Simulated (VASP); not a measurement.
Input of a VASP 6.6.1 run:

INCAR

```
SYSTEM = Rh
PREC     = Accurate       ! precision mode
ENCUT    = 520            ! plane-wave cutoff, eV
EDIFF    = 1E-6           ! SCF threshold, eV
ISMEAR   = 0              ! smearing method
SIGMA    = 0.15           ! smearing width, eV
LREAL    = .FALSE.        ! projectors in reciprocal space
LASPH    = .TRUE.         ! aspherical terms in the spheres
NELM     = 60             ! most SCF steps
ALGO     = Fast           ! electronic algorithm
ISIF     = 2              ! what is computed and relaxed
LWAVE    = .FALSE.        ! write WAVECAR
LCHARG   = .FALSE.        ! write CHGCAR
GGA      = PE             ! functional
NBANDS   = 14             ! bands
```

Contents of KPOINTS:

```
Automatic mesh
0
G
  20 20 20
  0 0 0
```

File POSCAR:

```
Rh
1.0
   -0.0957526211      1.8895822249      1.9150524221
    1.8895822249     -0.0957526211      1.9150524221
    1.7938296038      1.7938296038      0.0000000000
Rh
1
Direct
    0.0000000000      0.0000000000      0.0000000000
```

Potentials or basis: VASP PAW PBE potentials, release 64 (Rh_pv).

Run with:

```console
$ cat potpaw_PBE.64/Rh_pv/POTCAR > POTCAR
$ mpirun -np 1 vasp_std > vasp.out
```

Problem. What does it give for the pressure?

Solution. 11.3 GPa.

Stress tensor (GPa, compression positive):
```
14.28 21.77  0.00
21.77 14.28  0.00
 0.00  0.00  5.35
```
